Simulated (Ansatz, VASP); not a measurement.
# AlNi2 in VASP and in Ansatz

```
Al Ni
1.0
    -1.98745   -3.44236    0.00000
     1.98745   -3.44236    0.00000
     0.00000    0.00000    9.81209
Al Ni
4 8
Cartesian
  0.0000 -4.5898 0.9448
  0.0000 -4.5898 5.8508
  0.0000 -2.2949 3.9612
  0.0000 -2.2949 8.8673
  0.0000 -4.5898 3.3731
  0.0000 -4.5898 8.2791
  0.0000 -2.2949 1.5330
  0.0000 -2.2949 6.4390
  0.0000 -6.8847 2.4530
  0.0000 -6.8847 7.3591
  0.0000 -6.8847 0.0000
  0.0000 -6.8847 4.9060
```

Alike in both runs: task single point; functional PBEsol; k mesh 14 × 14 × 5; occupations gaussian, width 0.15 eV; no spin polarisation.

|  | VASP | Ansatz |
| --- | --- | --- |
| version | VASP 6.6.1 | Ansatz 0.2.0 |
| potentials or method | VASP PAW PBE potentials, release 64 (Al, Ni), cutoff 520 eV | scalar-relativistic, plane waves, PAW |
| valence electrons in the cell | 92 | 156 |

Ansatz gave:

* gap on the k mesh at the Fermi level (eV): none
* pressure (GPa): 0.0
* traceless stress, the component that is largest in VASP (GPa): -0.09
* rms of the force components (eV/Å): 0.003

Question: Estimate VASP's values.

Answer: gap on the k mesh at the Fermi level (eV): none; pressure (GPa): 0.2; traceless stress, the component that is largest in VASP (GPa): -0.10; rms of the force components (eV/Å): 0.006.

VASP's potentials were made for PBE, not for PBEsol. Atom by atom the forces differ by 0.004 eV/Å (rms over components). A gap of «none» marks a metal or a gap that the smearing closes. The functional is the same, so the differences come from potentials, cutoffs and numerics. VASP's potentials hold 92 valence electrons a cell and Ansatz's 156, so a difference there can come from the potentials and not from the codes.
